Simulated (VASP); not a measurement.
Wanted: the native input for a VASP 6.6.1 run.

```
Task                   : single point
Functional             : PBE
Dispersion             : D3(BJ)
Potentials or basis    : VASP PAW PBE potentials, release 64 (Si, S, Li_sv, N)
Cutoff                 : 650 eV
k mesh                 : 1 × 1 × 1, shifted
Occupations            : fermi-dirac, width 0.05 eV
Spin                   : no spin polarisation
Dipole correction      : no
Further INCAR settings : LREAL = Auto; ALGO = Normal; EDIFF = 1e-06; NBANDS = 61; ISYM = -1
```

The structure of Li6SiS2N2 lies in POSCAR:

```
Li6SiS2N2
1.0
    7.0575940000      0.2300220000     -0.0127870000
    0.2300220000      6.8226690000     -0.2070970000
   -0.0127870000     -0.2070970000      7.0752940000
Si S Li N
2 4 12 4
Direct
    0.3561448132      0.1416017223      0.7731296135
    0.0617039205      0.7051184320      0.0764034569
    0.9882611591      0.3819756267      0.0474563886
    0.8723435929      0.8140086107      0.2969262336
    0.8982497541      0.7916829649      0.8218951872
    0.3756947622      0.4713059718      0.6016924614
    0.7185862898      0.5125805714      0.7236330337
    1.0373066399      0.4557918244      0.6678083143
    0.6031993073      0.7345036605      0.1011818893
    0.1778187276      0.2526915806      0.4367723004
    0.8558429714      0.1435172536      0.2322941855
    0.4533852726      0.4179290976      0.0037590381
    0.9859073195      0.9857981364      0.5625902801
    0.5944850906      0.2165765553      0.5087026823
    0.8401795331      0.1783486645      0.8152927425
    0.3021860138      0.7631572223      0.7948814033
    0.8290836529      0.4777652711      0.3602359488
    0.3346431264      0.7629630492      0.3971695650
    0.3258146254      0.9939150758      0.5857260521
    0.8838588768      0.2688356424      0.5293828014
    0.7476793208      0.3583112742      0.0538487539
    0.3105231580      0.6961575235      0.0885213808
```

The input as run:

INCAR

```
SYSTEM = Li6SiS2N2
ALGO = Normal
EDIFF = 1E-6
ENCUT = 650
GGA = PE
GGA_COMPAT = .False.
ISIF = 2
ISMEAR = -1
ISYM = -1
IVDW = 12
LASPH = .True.
LCHARG = .True.
LELF = .True.
LREAL = Auto
LVHAR = .True.
LWAVE = .False.
NBANDS = 61
NELM = 120
PREC = Accurate
SIGMA = 0.05
```

KPOINTS

```
explicit points
1
Reciprocal
  0.25000000   0.25000000   0.25000000 1
```

Potentials or basis: VASP PAW PBE potentials, release 64 (Si, S, Li_sv, N).

Command:

```sh
$ cat potpaw_PBE.64/Si/POTCAR potpaw_PBE.64/S/POTCAR potpaw_PBE.64/Li_sv/POTCAR potpaw_PBE.64/N/POTCAR > POTCAR
$ mpirun -np 1 vasp_std > vasp.out
```

It gave:

| Property | Result |
| --- | --- |
| Pressure | -4.8 GPa |
| Largest force | 2.632 eV/Å |
| Dispersion energy per atom | -0.215 eV |

Caveat: the atoms stand as in a frame of molecular dynamics.

Wall time 51 s on 1 thread of Intel(R) Xeon(R) Platinum 8488C (Sapphire Rapids) (shared host), peak memory 0.46 GiB.
